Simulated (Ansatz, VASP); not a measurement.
One calculation of V, two programs

Contents of POSCAR:

```
V
1.0
    2.5510931688      0.0000000000      0.0000000000
   -1.2755465844      2.2093114916      0.0000000000
    0.0000000000      0.0000000000      8.9325815331
V
4
Direct
    1.0000000000      0.0000000000      0.0000000000
    1.0000000000      1.0000000000      0.5000000000
    0.3333333333      0.6666666667      0.2500000000
    0.6666666667      0.3333333333      0.7500000000
```

File INCAR.step1:

```
SYSTEM = V
ALGO = Normal ; EDIFF = 1E-4
ENCUT = 520 ; GGA = PE
ISMEAR = -1 ; LASPH = .TRUE.
LCHARG = .FALSE. ; LREAL = .FALSE.
LWAVE = .TRUE. ; NBANDS = 34
NELM = 80 ; PREC = Accurate
SIGMA = 0.1
```

INCAR.step2

```
SYSTEM = V
ALGO = Normal ; EDIFF = 1E-6
ENCUT = 520 ; ISIF = 2
ISMEAR = -1 ; ISTART = 1
LASPH = .TRUE. ; LCHARG = .FALSE.
LMIXTAU = .TRUE. ; LREAL = .FALSE.
LWAVE = .FALSE. ; METAGGA = R2SCAN
NBANDS = 34 ; NELM = 80
PREC = Accurate ; SIGMA = 0.1
```

KPOINTS

```
k-points
0
G
  15 15 4
  0 0 0
```

Input for Ansatz:

```yaml
crystal:
  lattice:
    - [2.5510931688, 0.0, 0.0]
    - [-1.2755465844, 2.2093114916, 0.0]
    - [0.0, 0.0, 8.9325815331]
  atoms:
    - { symbol: V, position: [1.0, 0.0, 0.0] }
    - { symbol: V, position: [1.0, 1.0, 0.5] }
    - { symbol: V, position: [0.3333333333, 0.6666666667, 0.25] }
    - { symbol: V, position: [0.6666666667, 0.3333333333, 0.75] }
hamiltonian:
  xc: r2scan
  pseudopotentials:
    kind: paw
    azcp:
      V: "pseudopotentials/V.paw.azcp"
basis:
  ecutwfc: 500
  fft_grid_basis: typed
kpoints:
  mp_grid: { grid: [15, 15, 4], shift: [0, 0, 0] }
magnetization:
  spin_polarized: false
scf:
  occupations: { method: fermi_dirac, width: 0.1 }
  lower_state_search: "off"
output:
  stress: true
  write_density: true
  write_potential: true
  elf: true
  volumetric_format: npy
```

Alike in both runs: task single point; functional r2SCAN; k mesh 15 × 15 × 4; occupations fermi-dirac, width 0.1 eV; no spin polarisation.

|  | VASP | Ansatz |
| --- | --- | --- |
| version | VASP 6.6.1 | Ansatz 0.2.0 |
| potentials or method | VASP PAW PBE potentials, release 64 (V_sv), cutoff 520 eV | plane waves (500 eV) with PAW, scalar-relativistic |
| valence electrons in the cell | 52 | 52 |

```csv
,VASP,Ansatz,Ansatz less VASP
pressure (GPa),18.9,18.0,-0.91
"traceless stress, the component that is largest in VASP (GPa)",0.57,0.69,+0.113
```

VASP's potentials were made for PBE, not for r2SCAN. With one functional, cell and mesh, what is left measures potentials, basis and numerics.
